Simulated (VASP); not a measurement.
Input of a VASP 6.6.1 run:

File INCAR:

```
SYSTEM = Te2Mo
ALGO     = Normal         ! electronic algorithm
EDIFF    = 1E-6           ! SCF threshold, eV
ENCUT    = 520            ! plane-wave cutoff, eV
GGA      = PE             ! functional
ISIF     = 2              ! what is computed and relaxed
ISMEAR   = -1             ! smearing method
LASPH    = .True.         ! aspherical terms in the spheres
LCHARG   = .False.        ! write CHGCAR
LREAL    = .False.        ! projectors in reciprocal space
LWAVE    = .False.        ! write WAVECAR
NBANDS   = 35             ! bands
NELM     = 80             ! most SCF steps
PREC     = Accurate       ! precision mode
SIGMA    = 0.02           ! smearing width, eV
```

Contents of KPOINTS:

```
k-points
0
Gamma
  14 14 3
  0 0 0
```

The input POSCAR:

```
Te2Mo
1.0
    3.5872018318      0.0000000000      0.0000000000
   -1.7936009159      3.1066079149      0.0000000000
    0.0000000000      0.0000000000     14.2476617354
Te Mo
4 2
Direct
    0.3333333333      0.6666666667      0.6241654593
    0.6666666667      0.3333333333      0.1241654593
    0.3333333333      0.6666666667      0.8758345407
    0.6666666667      0.3333333333      0.3758345407
    0.3333333333      0.6666666667      0.2500000000
    0.6666666667      0.3333333333      0.7500000000
```

Potentials or basis: VASP PAW PBE potentials, release 64 (Te, Mo_sv).

Launch:

```console
$ cat potpaw_PBE.64/Te/POTCAR potpaw_PBE.64/Mo_sv/POTCAR > POTCAR
$ mpirun -np 1 vasp_std > vasp.out
```

(1) What does it give for the largest force?

(2) Estimate the pressure.

(3) Estimate the band gap on the k mesh.

## Answers

(1) 0.023 eV/Å.

(2) -0.2 GPa.

(3) 0.79 eV (least direct gap 1.00 eV).

Caveat: semilocal functionals underestimate gaps, and a narrow one can read as zero; spin-orbit coupling is left out, which moves the levels of the heavy elements; this functional lacks dispersion, which binds layers or chains, so the pressure and a relaxed spacing across them are unreliable.
